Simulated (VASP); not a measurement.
Runs of VASP 6.6.1 on Al. The structure is that of space group Fm-3m (No. 225), or close to it. The cells are those of the table. 

| cell | gap on the mesh (eV) | pressure (GPa) |
| --- | --- | --- |
| a = 2.175 Å, angles 60.0°, 1 atom | none | 344.3 |
| a = 2.394 Å, angles 60.0°, 1 atom | none | 125.4 |
| a = 2.591 Å, angles 60.0°, 1 atom | none | (a) |
| a = 2.839 Å, angles 60.0°, 1 atom | none | 0.1 |

Alike in all rows: task single point; level PBEsol; potentials or basis VASP PAW PBE potentials, release 64 (Al); no spin polarisation; k mesh 16 × 16 × 16; cutoff (eV) 520; smearing fermi-dirac 0.1 eV.

Question: Fill in the values left out.

Answer: (a) 41.7.

Caveats: the PAW data sets were made with another functional, which shifts forces and pressure a little.

A gap of «none» marks levels without a gap at the run's occupations.
